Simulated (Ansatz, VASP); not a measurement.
## CsCl in VASP and in Ansatz

```
Cs Cl
1.0
     4.14068    0.00000    0.00000
     0.00000    4.14068    0.00000
     0.00000    0.00000    4.14068
Cs Cl
1 1
Direct
  0.00000 0.00000 0.00000
  0.50000 0.50000 0.50000
```

Alike in both runs: task single point; functional PBE; k mesh 4 × 4 × 4; occupations fermi-dirac, width 0.001 eV; no spin polarisation.

|  | VASP | Ansatz |
| --- | --- | --- |
| version | VASP 6.6.1 | Ansatz 0.2.0 |
| potentials or method | VASP PAW PBE potentials, release 64 (Cs_sv, Cl) | plane waves |
| plane-wave cutoff (eV) | 500 | 420 |
| valence electrons in the cell | 16 | 16 |

```csv
,VASP,Ansatz,Ansatz less VASP
gap on the k mesh at the Fermi level (eV),5.20,5.21,+0.011
pressure (GPa),0.8,0.8,-0.02
```

With one functional, cell and mesh, what is left measures potentials, basis and numerics.

Spin-orbit coupling is off throughout.
